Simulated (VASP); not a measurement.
# In3GaP4 (Pm-3m) in VASP: single point with PBE

Aim: the single point of In3GaP4 with PBE.

Everything below comes from runs of VASP 6.6.1. Logs are shortened: lines on timing, memory, paths and dates and some standing lists are left out, and cuts for length are marked.

## Step 1: The cell of the first run

The structure is cubic, space group Pm-3m (No. 221). Conventional cell: a = 5.461 Å, b = 5.461 Å, c = 5.461 Å, α = 90.00°, β = 90.00°, γ = 90.00°. In (site symmetry 4/mmm) has 6 P at 2.73 Å within 3.6 Å. Ga (site symmetry m-3m) has 6 P at 2.73 Å within 3.6 Å. P (site symmetry 4/mmm) has 4 In at 2.73 Å and 2 Ga at 2.73 Å within 3.6 Å. Within 3.6 Å of P (site symmetry m-3m) lie 6 In at 2.73 Å.

## Step 2: Single point, PBE

INCAR

```
  ALGO = Normal
  EDIFF = 1E-6
  ENCUT = 520
  GGA = PE
  ISIF = 2
  ISMEAR = 0
  LASPH = T
  LCHARG = T
  LELF = T
  LREAL = F
  LVHAR = T
  LWAVE = F
  NBANDS = 46
  NELM = 100
  PREC = Accurate
  SIGMA = 0.1
```

KPOINTS

```
k-points
0
Gamma
  8 8 8
```

POSCAR

```
In3GaP4
1.0
    5.4613686337      0.0000000000      0.0000000000
    0.0000000000      5.4613686337      0.0000000000
    0.0000000000      0.0000000000      5.4613686337
In Ga P
3 1 4
Direct
    0.0000000000      0.0000000000      0.5000000000
    0.5000000000      0.0000000000      0.0000000000
    0.0000000000      0.5000000000      0.0000000000
    0.5000000000      0.5000000000      0.5000000000
    0.5000000000      0.5000000000      0.0000000000
    0.0000000000      0.5000000000      0.5000000000
    0.5000000000      0.0000000000      0.5000000000
    0.0000000000      0.0000000000      0.0000000000
```

Potentials or basis: VASP PAW PBE potentials, release 64 (In_d, Ga_d, P).

The run is started by

```console
> cat potpaw_PBE.64/In_d/POTCAR potpaw_PBE.64/Ga_d/POTCAR potpaw_PBE.64/P/POTCAR > POTCAR
> mpirun -np 1 vasp_std > vasp.out
```

OUTCAR:

```text
EDIFF = 1E-6
   ENCUT = 520
   GGA = PE
   ISIF = 2
   ISMEAR = 0
   LASPH = T
   LREAL = F
   NELM = 100
   PREC = Accurate

 ion  position               nearest neighbor table
   1  0.000  0.000  0.500-   6 2.73   7 2.73   8 2.73   8 2.73   6 2.73   7 2.73   3 3.86   3 3.86
                             3 3.86   2 3.86   3 3.86   2 3.86   2 3.86   2 3.86
   2  0.500  0.000  0.000-   5 2.73   7 2.73   8 2.73   7 2.73   5 2.73   8 2.73   3 3.86   3 3.86
                             1 3.86   1 3.86   3 3.86   1 3.86   1 3.86   3 3.86
   3  0.000  0.500  0.000-   5 2.73   6 2.73   8 2.73   6 2.73   8 2.73   5 2.73   2 3.86   1 3.86
                             2 3.86   1 3.86   1 3.86   2 3.86   1 3.86   2 3.86
   4  0.500  0.500  0.500-   5 2.73   6 2.73   7 2.73   5 2.73   7 2.73   6 2.73
   5  0.500  0.500  0.000-   2 2.73   3 2.73   4 2.73   4 2.73   2 2.73   3 2.73
   6  0.000  0.500  0.500-   1 2.73   3 2.73   4 2.73   3 2.73   1 2.73   4 2.73
   7  0.500  0.000  0.500-   1 2.73   2 2.73   4 2.73   2 2.73   4 2.73   1 2.73
   8  0.000  0.000  0.000-   1 2.73   2 2.73   3 2.73   1 2.73   3 2.73   2 2.73

  LATTYP: Found a simple cubic cell.
 ALAT       =     5.4613686337

  Lattice vectors:

 A1 = (   5.4613686337,   0.0000000000,   0.0000000000)
 A2 = (   0.0000000000,   5.4613686337,   0.0000000000)
 A3 = (   0.0000000000,   0.0000000000,   5.4613686337)

Analysis of symmetry for initial positions (statically):
=====================================================================
 Subroutine PRICEL returns:
 Original cell was already a primitive cell.

 Routine SETGRP: Setting up the symmetry group for a
 simple cubic supercell.

 Subroutine GETGRP returns: Found 48 space group operations
 (whereof 48 operations were pure point group operations)
 out of a pool of 48 trial point group operations.

The static configuration has the point symmetry O_h .

Analysis of symmetry for dynamics (positions and initial velocities):
=====================================================================
 Subroutine PRICEL returns:
 Original cell was already a primitive cell.

 Routine SETGRP: Setting up the symmetry group for a
 simple cubic supercell.

 Subroutine GETGRP returns: Found 48 space group operations
 (whereof 48 operations were pure point group operations)
 out of a pool of 48 trial point group operations.

The dynamic configuration has the point symmetry O_h .

 Subroutine INISYM returns: Found 48 space group operations
 (whereof 48 operations are pure point group operations),
 and found     1 'primitive' translations

----------------------------------------------------------------------------------------
[... 103 lines left out ...]
   ENCUT  =  520.0 eV  38.22 Ry    6.18 a.u.  10.15 10.15 10.15*2*pi/ulx,y,z
   NELM   =    100;   NELMIN=  2; NELMDL= -5     # of ELM steps
   EDIFF  = 0.1E-05   stopping-criterion for ELM
   LREAL  =      F    real-space projection
[... 7 lines left out ...]
   TEBEG  =    0.0;   TEEND  =   0.0 temperature during run
   PSTRESS=    0.0 pullay stress
   NELECT =      72.0000    total number of electrons
   NUPDOWN=      -1.0000    fix difference up-down
   EMIN   =  10.00;   EMAX   =-10.00  energy-range for DOS
   EFERMI =   0.00;   METHOD = LEGACY
   ISMEAR =     0;   SIGMA  =   0.10  broadening in eV -4-tet -1-fermi 0-gaus
   EFERMI_NEDOS =   21; number of points for ismear=-14 and -15
   IALGO  =     38    algorithm
   IMIX   =      4    mixing-type and parameters
     AMIX     =   0.40;   BMIX     =  1.00
     AMIX_MAG =   1.60;   BMIX_MAG =  1.00
  volume/ion in A,a.u.               =      20.36       137.41
  Fermi-wavevector in a.u.,A,eV,Ry     =   1.247051  2.356584 21.158908  1.555136
  Thomas-Fermi vector in A             =   2.381201
   LORBIT       =      0    0 simple, 1 ext, 2 COOP (PROOUT), +10 PAW based schemes
   GGA     = PE    functional components
   LHFCALC =     F    Hartree Fock is set to
   AEXX    =    0.0000 exact exchange contribution
   IVDW    =     0    specifies the selected vdW correction
   LEPSILON=     F    determine dielectric tensor
   LRPA    =     F    only Hartree local field effects (RPA)
 non-spin polarized calculation
 Gauss-broadening in eV      SIGMA  =   0.10
  energy-cutoff  :      520.00
  volume of cell :      162.89
 maximum number of plane-waves:      4428
 NGX is ok and might be reduce to    42
   NGX = 21   NGY = 21   NGZ = 21

 number of electron      71.9999983 magnetization

 Free energy of the ion-electron system (eV)
  ---------------------------------------------------
  ext. energy  EPLUGINS =         0.00000000
  ---------------------------------------------------
  free energy    TOTEN  =       -31.77761749 eV

  energy without entropy =      -31.74396699  energy(sigma->0) =      -31.76079224

 E-fermi :   6.8081     XC(G=0): -10.4877

 val. band max:        6.7792544517   @ k =   0.2500   0.1250   0.1250
 cond. band min:       6.8350239807   @ k =   0.5000   0.5000   0.3750
 fundamental gap:      0.0557695290
 Fermi energy:         6.8081011538

 k-point     1 :       0.0000    0.0000    0.0000
  band No.  band energies     occupation
      1      -7.8133      2.00000
      2      -7.8113      2.00000
      3      -7.8113      2.00000
      4      -7.6821      2.00000
      5      -7.6821      2.00000
      6      -7.6821      2.00000
[... 1165 lines left out ...]
     45      11.7939      0.00000
     46      11.9406      0.00000

 [... further k-points ...]
[... 5 lines left out ...]
  --------------------------------------------------------------------------------------
  -------------------------------------------------------------------------------------
  Total       -0.0073280     -0.0073280     -0.0073280      0.0000000      0.0000000      0.0000000
  in kB       -0.0720762     -0.0720762     -0.0720762      0.0000000      0.0000000      0.0000000
  external PRESSURE =      -0.0720762 kB  Pullay stress =       0.0000000 kB

 VOLUME and BASIS-vectors are now :
 -----------------------------------------------------------------------------
  energy-cutoff  :      520.00
  volume of cell :      162.89
      direct lattice vectors                 reciprocal lattice vectors
     5.461368634  0.000000000  0.000000000     0.183104285  0.000000000  0.000000000
     0.000000000  5.461368634  0.000000000     0.000000000  0.183104285  0.000000000
     0.000000000  0.000000000  5.461368634     0.000000000  0.000000000  0.183104285

 POSITION                                       TOTAL-FORCE (eV/Angst)
 -----------------------------------------------------------------------------------
      0.00000      0.00000      2.73068         0.000000      0.000000      0.000000
      2.73068      0.00000      0.00000         0.000000      0.000000      0.000000
      0.00000      2.73068      0.00000         0.000000      0.000000      0.000000
      2.73068      2.73068      2.73068         0.000000      0.000000      0.000000
      2.73068      2.73068      0.00000         0.000000      0.000000      0.000000
      0.00000      2.73068      2.73068         0.000000      0.000000      0.000000
      2.73068      0.00000      2.73068         0.000000      0.000000      0.000000
      0.00000      0.00000      0.00000         0.000000      0.000000      0.000000
 -----------------------------------------------------------------------------------
    total drift:                                0.000000      0.000000     -0.000000

  FREE ENERGIE OF THE ION-ELECTRON SYSTEM (eV)
  ---------------------------------------------------
  free  energy   TOTEN  =       -31.7776174930 eV

  energy  without entropy=      -31.7439669898  energy(sigma->0) =      -31.76079224
```

OSZICAR:

```text
N       E                     dE             d eps       ncg     rms          rms(c)
DAV:   1     0.697279509921E+03    0.69728E+03   -0.32741E+04  3266   0.204E+03
DAV:   2     0.733937046102E+02   -0.62389E+03   -0.60717E+03  3244   0.530E+02
DAV:   3    -0.263550860393E+02   -0.99749E+02   -0.96988E+02  3734   0.201E+02
DAV:   4    -0.326783304975E+02   -0.63232E+01   -0.62419E+01  4108   0.479E+01
DAV:   5    -0.329022734636E+02   -0.22394E+00   -0.22322E+00  4814   0.926E+00    0.996E+00
DAV:   6    -0.317974781638E+02    0.11048E+01   -0.26817E+00  4498   0.165E+01    0.529E+00
DAV:   7    -0.317812993913E+02    0.16179E-01   -0.67063E-01  5018   0.408E+00    0.218E+00
DAV:   8    -0.317782301727E+02    0.30692E-02   -0.70179E-02  4398   0.215E+00    0.652E-01
DAV:   9    -0.317776168975E+02    0.61328E-03   -0.12765E-02  4450   0.136E+00    0.269E-01
DAV:  10    -0.317775560163E+02    0.60881E-04   -0.16616E-03  4800   0.419E-01    0.914E-02
DAV:  11    -0.317776135831E+02   -0.57567E-04   -0.24435E-04  4500   0.869E-02    0.430E-02
DAV:  12    -0.317776215122E+02   -0.79290E-05   -0.60298E-05  4066   0.501E-02    0.230E-02
DAV:  13    -0.317776178253E+02    0.36869E-05   -0.18432E-05  4180   0.323E-02    0.556E-03
DAV:  14    -0.317776174930E+02    0.33234E-06   -0.11075E-06  2234   0.689E-03
   1 F= -.31777617E+02 E0= -.31760792E+02  d E =-.336505E-01
```

stdout:

```text
POSCAR found type information on POSCAR InGaP
 POSCAR found :  3 types and       8 ions
 scaLAPACK will be used
 LDA part: xc-table for (Slater+PW92), standard interpolation
 POSCAR, INCAR and KPOINTS ok, starting setup
 FFT: planning ... GRIDC
 FFT: planning ... GRID_SOFT
 FFT: planning ... GRID
 WAVECAR not read
 entering main loop
```

Wall time 2.6 min (1 thread of Intel Xeon 6975P-C (Granite Rapids), shared host); peak memory 0.38 GiB.

Results:

```yaml
Free_energy: -31.7776 eV
Pressure: 0.0 GPa
Band_gap_on_the_k_mesh: zero (bands 36 and 37 overlap by 1.34 eV)
```

Caveat: spin-orbit coupling is left out, which moves the levels of the heavy elements.
